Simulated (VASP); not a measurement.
# Mg8O9 (a cell with a defect) in VASP: notebook

The runs below take Mg8O9 (a cell with a defect) through single point, with PBEsol.

Everything below comes from runs of VASP 6.6.1. Logs are shortened: lines on timing, memory, paths and dates and some standing lists are left out, and cuts for length are marked.

### 1 The cell of the first run

The cell holds a defect, 17 atoms: a = 5.501 Å, b = 5.501 Å, c = 5.501 Å, α = 60.00°, β = 60.00°, γ = 60.00°.

### 2 Single point, PBEsol, collinear spin, zero start

INCAR

```
  PREC = Accurate
  ENCUT = 520
  EDIFF = 1E-6
  ISMEAR = 0
  SIGMA = 0.05
  LREAL = Auto
  LASPH = T
  NELM = 150
  ALGO = Normal
  ISIF = 2
  LWAVE = F
  LCHARG = T
  ISPIN = 2
  MAGMOM = 0 0 0 0 0 0 0 0 0 0 0 0 0 0 0 0 0
  LORBIT = 11
  GGA = PS
  LELF = T
  LVHAR = T
  NBANDS = 53
```

KPOINTS

```
regular mesh
0
Gamma
  2 2 2
```

POSCAR

```
Mg8O9
1.0
    0.0000000000      3.8900000000      3.8900000000
    3.8900000000      0.0000000000      3.8900000000
    3.8900000000      3.8900000000      0.0000000000
Mg O
8 9
Direct
   -0.0317906170      0.0230397172      0.0262821337
   -0.0190299486      0.0063003856      0.5070736504
   -0.0318354756      0.4830722365      0.0263146530
   -0.0279026992      0.5088934447      0.5107602828
    0.4899458869      0.0011188946      0.0084790488
    0.4938919023      0.0269556555      0.4928839332
    0.4810564267      0.5037389460      0.0121142674
    0.4938647815      0.4869483290      0.4929074550
    0.2310183805      0.2550152956      0.2596088689
    0.2310308483      0.2550043702      0.7596071979
    0.2310241645      0.7550053985      0.2596015424
    0.3758075835      0.7217091260      0.6814978149
    0.7310305913      0.2550089974      0.2595843188
    0.7310226221      0.2550041131      0.7596113111
    0.7310493573      0.7550000000      0.2595948586
    0.7310158098      0.7550165810      0.7596101542
    1.0862834190      0.7883129820      0.8376299486
```

Potentials or basis: VASP PAW PBE potentials, release 64 (Mg, O).

Run with:

```sh
cat potpaw_PBE.64/Mg/POTCAR potpaw_PBE.64/O/POTCAR > POTCAR
mpirun -np 1 vasp_std > vasp.out
```

OUTCAR:

```text
PREC = Accurate
   ENCUT = 520
   EDIFF = 1E-6
   ISMEAR = 0
   LREAL = Auto
   LASPH = T
   NELM = 150
   ISIF = 2
   ISPIN = 2
   LORBIT = 11
   GGA = PS

 ion  position               nearest neighbor table
   1  0.968  0.023  0.026-  17 1.73  13 1.81  10 1.93  11 1.93  14 1.96  15 1.97   3 2.53  12 2.56
                             6 2.59   2 2.64   7 2.66   5 2.74   4 2.75   4 2.76   5 2.77   7 2.84
   2  0.981  0.006  0.507-  17 1.81  13 1.94   9 1.94  11 1.94  16 1.95  14 1.95  12 2.30   3 2.64
                             1 2.64   6 2.66   8 2.66   5 2.73   4 2.75   4 2.75   5 2.77   8 2.84
   3  0.968  0.483  0.026-  17 1.73  13 1.81  10 1.93   9 1.93  16 1.96  15 1.97   1 2.53  12 2.56
                             8 2.59   2 2.64   7 2.66   5 2.74   4 2.75   4 2.76   5 2.77   7 2.84
   4  0.972  0.509  0.511-  15 1.91  14 1.93  16 1.93   9 1.96  11 1.96  10 1.98  12 2.68   7 2.73
                             8 2.74   6 2.74   1 2.75   3 2.75   2 2.75   2 2.75   3 2.76   1 2.76
   5  0.490  0.001  0.008-  15 1.91  14 1.93  16 1.93   9 1.96  11 1.96  10 1.98  17 2.68   2 2.73
                             1 2.74   3 2.74   6 2.75   8 2.75   7 2.75   7 2.75   8 2.76   6 2.76
   6  0.494  0.027  0.493-  12 1.73  13 1.81  10 1.93   9 1.93  16 1.96  15 1.97   8 2.53  17 2.56
                             1 2.59   7 2.64   2 2.66   4 2.74   5 2.75   5 2.76   4 2.77   2 2.84
   7  0.481  0.504  0.012-  12 1.81  13 1.94  11 1.94   9 1.94  16 1.95  14 1.95  17 2.30   6 2.64
                             8 2.64   3 2.66   1 2.66   4 2.73   5 2.75   5 2.75   4 2.77   1 2.84
   8  0.494  0.487  0.493-  12 1.73  13 1.81  10 1.93  11 1.93  14 1.96  15 1.97   6 2.53  17 2.56
                             3 2.59   7 2.64   2 2.66   4 2.74   5 2.75   5 2.76   4 2.77   2 2.84
   9  0.231  0.255  0.260-   3 1.93   6 1.93   7 1.94   2 1.94   5 1.96   4 1.96
[... 4 lines left out ...]
  13  0.731  0.255  0.260-   6 1.81   3 1.81   8 1.81   1 1.81   2 1.94   7 1.94
  14  0.731  0.255  0.760-   5 1.93   4 1.93   7 1.95   2 1.95   1 1.96   8 1.96
  15  0.731  0.755  0.260-   4 1.91   5 1.91   1 1.97   3 1.97   8 1.97   6 1.97
  16  0.731  0.755  0.760-   5 1.93   4 1.93   7 1.95   2 1.95   6 1.96   3 1.96
  17  0.086  0.788  0.838-  12 1.33   3 1.73   1 1.73   2 1.81   7 2.30   8 2.56   6 2.56   5 2.68

  LATTYP: Found a face centered cubic cell.
 ALAT       =     7.7800000000

  Lattice vectors:

 A1 = (   0.0000000000,   3.8900000000,   3.8900000000)
 A2 = (   3.8900000000,   0.0000000000,   3.8900000000)
 A3 = (   3.8900000000,   3.8900000000,   0.0000000000)

Analysis of symmetry for initial positions (statically):
=====================================================================
 Subroutine PRICEL returns:
 Original cell was already a primitive cell.

 Routine SETGRP: Setting up the symmetry group for a
 face centered cubic supercell.

 Subroutine GETGRP returns: Found  1 space group operations
 (whereof  1 operations were pure point group operations)
 out of a pool of 48 trial point group operations.

The static configuration has the point symmetry C_1 .

[... 193 lines left out ...]
 cond. band min:      12.8623464708   @ k =   0.0000   0.0000   0.0000
 fundamental gap:      5.2021341708
 Fermi energy:         7.9230578331

 spin component 1

 k-point     1 :       0.0000    0.0000    0.0000
  band No.  band energies     occupation
      1     -17.3998      1.00000
      2     -13.0587      1.00000
      3     -11.7247      1.00000
      4     -11.0620      1.00000
      5     -11.0048      1.00000
      6     -10.7476      1.00000
[... 389 lines left out ...]
     46      18.3419      0.00000
     47      18.4102      0.00000
 Fermi energy:         7.9230578331

 spin component 2

 k-point     1 :       0.0000    0.0000    0.0000
  band No.  band energies     occupation
      1     -17.3998      1.00000
      2     -13.0587      1.00000
      3     -11.7247      1.00000
      4     -11.0620      1.00000
      5     -11.0048      1.00000
      6     -10.7476      1.00000
[... 389 lines left out ...]
     46      18.3419      0.00000
     47      18.4102      0.00000
 [bands above 47 left out]

------------------------ aborting loop because EDIFF is reached ----------------------------------------

  FORCE on cell =-STRESS in cart. coord.  units (eV):
  Direction    XX          YY          ZZ          XY          YZ          ZX
  --------------------------------------------------------------------------------------
  -------------------------------------------------------------------------------------
  Total       76.2934513     62.3015447     76.3350507     -3.1680007      3.1714666     -3.1941927
  in kB     1038.2908923    847.8725933   1038.8570258    -43.1138737     43.1610427    -43.4703257
  external PRESSURE =     975.0068372 kB  Pullay stress =       0.0000000 kB

 VOLUME and BASIS-vectors are now :
 -----------------------------------------------------------------------------
  energy-cutoff  :      520.00
  volume of cell :      117.73
      direct lattice vectors                 reciprocal lattice vectors
     0.000000000  3.890000000  3.890000000    -0.128534704  0.128534704  0.128534704
     3.890000000  0.000000000  3.890000000     0.128534704 -0.128534704  0.128534704
     3.890000000  3.890000000  0.000000000     0.128534704  0.128534704 -0.128534704

 POSITION                                       TOTAL-FORCE (eV/Angst)
 -----------------------------------------------------------------------------------
      0.19186      3.86857      3.85596        -0.053403     -0.042128     -0.024558
      1.99703      5.78849      3.84048         0.011510     -0.035755     -0.011831
      1.98152      3.86852      5.64531         0.024360     -0.040448      0.054221
      3.96645      5.76832      5.76105        -0.028818     -0.020041      0.028289
      0.03734      1.93887      1.91024         0.027850      0.017312     -0.028626
      2.02218      3.83856      2.02610        -0.023893      0.043294     -0.056617
[... 9 lines left out ...]
      5.89190      5.79853      5.78067        -0.000862     -0.000836      0.001029
      6.32492      3.59402      3.40218         0.367677      0.427464     -0.365814
 -----------------------------------------------------------------------------------
    total drift:                               -0.003392      0.001249      0.007903

  FREE ENERGIE OF THE ION-ELECTRON SYSTEM (eV)
  ---------------------------------------------------
  free  energy   TOTEN  =       -92.0698061026 eV

  energy  without entropy=      -92.0698061026  energy(sigma->0) =      -92.06980610

 total charge

# of ion       s       p       d       tot
------------------------------------------
    1        0.221   0.334   0.186   0.741
    2        0.200   0.295   0.162   0.658
    3        0.221   0.334   0.186   0.741
    4        0.194   0.280   0.146   0.620
    5        0.194   0.280   0.146   0.620
    6        0.221   0.334   0.186   0.741
[... 9 lines left out ...]
   16        1.549   3.710   0.000   5.259
   17        1.606   3.716   0.000   5.322
--------------------------------------------------
tot         15.726  35.930   1.361  53.017

 magnetization (x)

# of ion       s       p       d       tot
------------------------------------------
    1        0.000   0.000   0.000   0.000
    2       -0.000   0.000  -0.000  -0.000
    3       -0.000  -0.000  -0.000  -0.000
    4        0.000  -0.000  -0.000  -0.000
    5        0.000  -0.000  -0.000  -0.000
    6        0.000   0.000   0.000   0.000
[... 9 lines left out ...]
   16       -0.000  -0.000   0.000  -0.000
   17        0.000  -0.000   0.000   0.000
--------------------------------------------------
tot          0.000  -0.000  -0.000  -0.000
```

OSZICAR:

```text
N       E                     dE             d eps       ncg     rms          rms(c)
DAV:   1     0.372722895888E+03    0.37272E+03   -0.37401E+04  1728   0.127E+03
DAV:   2    -0.856277817691E+02   -0.45835E+03   -0.44670E+03  2028   0.300E+02
DAV:   3    -0.105779571396E+03   -0.20152E+02   -0.20054E+02  2043   0.623E+01
DAV:   4    -0.105892133453E+03   -0.11256E+00   -0.11250E+00  1984   0.511E+00
DAV:   5    -0.105892634982E+03   -0.50153E-03   -0.50151E-03  1986   0.336E-01    0.219E+01
DAV:   6    -0.927176687225E+02    0.13175E+02   -0.34225E+01  1843   0.274E+01    0.673E+00
DAV:   7    -0.922359427317E+02    0.48173E+00   -0.14879E+00  1974   0.591E+00    0.412E+00
DAV:   8    -0.920809281673E+02    0.15501E+00   -0.34517E-01  1953   0.354E+00    0.793E-01
DAV:   9    -0.920699138390E+02    0.11014E-01   -0.59955E-02  2001   0.142E+00    0.348E-01
DAV:  10    -0.920701550253E+02   -0.24119E-03   -0.10656E-02  1963   0.464E-01    0.154E-01
DAV:  11    -0.920698206236E+02    0.33440E-03   -0.24076E-03  1966   0.297E-01    0.657E-02
DAV:  12    -0.920698037507E+02    0.16873E-04   -0.31627E-04  1923   0.951E-02    0.182E-02
DAV:  13    -0.920698062709E+02   -0.25201E-05   -0.36906E-05  2104   0.302E-02    0.882E-03
DAV:  14    -0.920698061026E+02    0.16825E-06   -0.33860E-06  1744   0.111E-02
   1 F= -.92069806E+02 E0= -.92069806E+02  d E =-.351157E-14  mag=    -0.0000
```

Wall time 2.8 min (1 thread of Intel Xeon 6975P-C (Granite Rapids), shared host); peak memory 0.34 GiB.

What came out:

```
Free energy                                           : -92.0698 eV
Pressure                                              : 97.5 GPa
Largest force                                         : 0.672 eV/Å
Band gap on the k mesh                                : 5.20 eV
Net moment                                            : 0.00 μB per cell
Valence electrons inside the program's atomic spheres : Mg 0.74, 0.66, 0.62; O 5.24, 5.32, 5.35, 5.26
```

Forces on the atoms (eV/Å):
```
Mg  -0.053 -0.042 -0.025
Mg   0.012 -0.036 -0.012
Mg   0.024 -0.040  0.054
Mg  -0.029 -0.020  0.028
Mg   0.028  0.017 -0.029
Mg  -0.024  0.043 -0.057
Mg  -0.007  0.038  0.008
Mg   0.054  0.044  0.023
O   -0.001 -0.001  0.001
O   -0.001 -0.001  0.001
O   -0.001  0.000  0.001
O   -0.366 -0.425  0.365
O   -0.001 -0.001  0.001
O   -0.001 -0.001  0.001
O   -0.001 -0.001  0.001
O   -0.001 -0.001  0.001
O    0.368  0.427 -0.366
```

Caveat: the k points lie up to 0.70 Å⁻¹ apart; the PAW data sets were made with another functional, which shifts forces and pressure a little.

### 3 Single point, PBEsol, collinear spin, zero start

INCAR

```
SYSTEM = Mg8O9
  ALGO = Normal
  EDIFF = 1E-7
  ENCUT = 520
  GGA = PS
  ISIF = 2
  ISMEAR = 0
  ISPIN = 2
  LASPH = .True.
  LCHARG = .False.
  LORBIT = 11
  LREAL = Auto
  LWAVE = .False.
  MAGMOM = 0 0 0 0 0 0 0 0 0 0 0 0 0 0 0 0 0
  NBANDS = 53
  NELM = 150
  PREC = Accurate
  SIGMA = 0.05
```

KPOINTS

```
k-points
0
Gamma
  2 2 2
  0 0 0
```

POSCAR

```
Mg8O9
1.0
    0.0000000000      3.8900000000      3.8900000000
    3.8900000000      0.0000000000      3.8900000000
    3.8900000000      3.8900000000      0.0000000000
Mg O
8 9
Direct
   -0.0325389460      0.0229695373      0.0243227506
   -0.0225656812      0.0073075835      0.5085643959
   -0.0319478149      0.4863678663      0.0239714653
   -0.0151926735      0.5061929306      0.5034502571
    0.4819478149     -0.0010506427      0.0205452442
    0.4987137532      0.0187975578      0.5001888175
    0.4894769923      0.4977060411      0.0156415167
    0.4991271208      0.4823587404      0.4998893316
    0.2334392031      0.2524695373      0.2620818766
    0.2333307198      0.2526003856      0.7620667095
    0.2333785347      0.7525733933      0.2621739075
    0.3045449871      0.7893696658      0.6161419023
    0.7333753213      0.2525902314      0.2621573265
    0.7333857326      0.2525553985      0.7620451157
    0.7332515424      0.7526309769      0.2621098972
    0.7334222365      0.7525263496      0.7620651671
    1.1621278920      0.7156587404      0.9086224936
```

Potentials or basis: VASP PAW PBE potentials, release 64 (Mg, O).

Run with:

```sh
cat potpaw_PBE.64/Mg/POTCAR potpaw_PBE.64/O/POTCAR > POTCAR
mpirun -np 1 vasp_std > vasp.out
```

OUTCAR:

```text
SYSTEM = Mg8O9
   EDIFF = 1E-7
   ENCUT = 520
   GGA = PS
   ISIF = 2
   ISMEAR = 0
   ISPIN = 2
   LASPH = .True.
   LORBIT = 11
   LREAL = Auto
   NELM = 150
   PREC = Accurate

 ion  position               nearest neighbor table
   1  0.967  0.023  0.024-  17 1.73  13 1.82  10 1.93  14 1.94  11 1.96  15 1.97  12 2.54   3 2.55
                             6 2.60   7 2.62   2 2.65   4 2.74   5 2.75   5 2.76   4 2.77   2 2.85
   2  0.977  0.007  0.509-  12 1.80  13 1.91  14 1.94  16 1.94  11 1.95   9 1.95  17 2.35   8 2.62
                             6 2.63   1 2.65   3 2.65   5 2.73   4 2.75   4 2.75   5 2.77   3 2.85
[... 1073 lines left out ...]
      3.92751      5.78932      5.79999         0.007462     -0.015253     -0.007276
      3.96583      1.95470      5.76069        -0.000645      0.017423      0.005994
      2.01886      3.88573      2.01312         0.021518     -0.002424      0.070303
[... 9 lines left out ...]
      5.89176      5.81745      5.78034         0.000009     -0.000444      0.001999
      6.31845      4.16522      3.41459         0.209771     -0.165669     -0.234145
 -----------------------------------------------------------------------------------
    total drift:                               -0.011181     -0.012049     -0.000496

  FREE ENERGIE OF THE ION-ELECTRON SYSTEM (eV)
  ---------------------------------------------------
  free  energy   TOTEN  =       -92.0362854073 eV

  energy  without entropy=      -92.0362854073  energy(sigma->0) =      -92.03628541

 total charge

# of ion       s       p       d       tot
------------------------------------------
    1        0.220   0.332   0.185   0.737
    2        0.204   0.301   0.166   0.671
    3        0.219   0.331   0.184   0.734
    4        0.194   0.280   0.146   0.619
    5        0.194   0.280   0.146   0.620
    6        0.219   0.331   0.184   0.734
[... 9 lines left out ...]
   16        1.545   3.695   0.000   5.240
   17        1.606   3.717   0.000   5.324
--------------------------------------------------
tot         15.728  35.938   1.361  53.027

 magnetization (x)

# of ion       s       p       d       tot
------------------------------------------
    1        0.000   0.000   0.000   0.000
    2        0.000   0.000   0.000   0.000
    3       -0.000  -0.000  -0.000  -0.000
    4        0.000   0.000   0.000   0.000
    5        0.000   0.000   0.000   0.000
    6       -0.000  -0.000   0.000   0.000
[... 9 lines left out ...]
   16       -0.000  -0.000   0.000  -0.000
   17       -0.000  -0.000   0.000  -0.000
--------------------------------------------------
tot          0.000  -0.000   0.000  -0.000
```

OSZICAR:

```text
N       E                     dE             d eps       ncg     rms          rms(c)
DAV:   1     0.372015459752E+03    0.37202E+03   -0.37415E+04  1728   0.127E+03
DAV:   2    -0.855640802780E+02   -0.45758E+03   -0.44626E+03  2015   0.300E+02
DAV:   3    -0.105770489321E+03   -0.20206E+02   -0.20110E+02  2064   0.624E+01
DAV:   4    -0.105885240164E+03   -0.11475E+00   -0.11468E+00  1974   0.515E+00
DAV:   5    -0.105885771158E+03   -0.53099E-03   -0.53097E-03  1998   0.344E-01    0.219E+01
DAV:   6    -0.926898110667E+02    0.13196E+02   -0.34259E+01  1837   0.274E+01    0.674E+00
DAV:   7    -0.922032569307E+02    0.48655E+00   -0.14919E+00  1958   0.593E+00    0.413E+00
DAV:   8    -0.920473964045E+02    0.15586E+00   -0.34742E-01  1903   0.354E+00    0.796E-01
DAV:   9    -0.920363769328E+02    0.11019E-01   -0.57686E-02  2025   0.139E+00    0.348E-01
DAV:  10    -0.920366467768E+02   -0.26984E-03   -0.11344E-02  1953   0.480E-01    0.155E-01
DAV:  11    -0.920362998491E+02    0.34693E-03   -0.24890E-03  1937   0.300E-01    0.657E-02
DAV:  12    -0.920362832095E+02    0.16640E-04   -0.31518E-04  1920   0.947E-02    0.185E-02
DAV:  13    -0.920362856827E+02   -0.24732E-05   -0.40923E-05  2030   0.318E-02    0.918E-03
DAV:  14    -0.920362853341E+02    0.34856E-06   -0.39904E-06  2032   0.117E-02    0.297E-03
DAV:  15    -0.920362854192E+02   -0.85040E-07   -0.13522E-06  2035   0.551E-03    0.177E-03
DAV:  16    -0.920362854073E+02    0.11849E-07   -0.24986E-07  1651   0.276E-03
   1 F= -.92036285E+02 E0= -.92036285E+02  d E =-.160206E-12  mag=    -0.0000
```

Run time: 3.7 min. Hardware: 1 thread of Intel Xeon 6975P-C (Granite Rapids), shared host; peak memory 0.34 GiB.

What came out:

```
Free energy                                           : -92.0363 eV
Pressure                                              : 97.7 GPa
Largest force                                         : 0.355 eV/Å
Band gap on the k mesh                                : 5.14 eV
Net moment                                            : 0.00 μB per cell
Valence electrons inside the program's atomic spheres : Mg 0.74, 0.67, 0.73, 0.62; O 5.26, 5.24, 5.32, 5.35
```

Forces on the atoms (eV/Å):
```
Mg   0.054  0.009  0.020
Mg  -0.007  0.099  0.007
Mg  -0.019  0.006 -0.069
Mg   0.007 -0.015 -0.007
Mg  -0.001  0.017  0.006
Mg   0.022 -0.002  0.070
Mg   0.016 -0.105 -0.010
Mg  -0.060 -0.002 -0.023
O    0.001  0.000  0.002
O   -0.002  0.002  0.002
O   -0.004 -0.002  0.001
O   -0.210  0.156  0.229
O   -0.003  0.000  0.001
O    0.000  0.001  0.002
O   -0.002  0.002  0.001
O    0.000  0.000  0.002
O    0.210 -0.166 -0.234
```

Caveat: the k points lie up to 0.70 Å⁻¹ apart; the PAW data sets were made with another functional, which shifts forces and pressure a little.
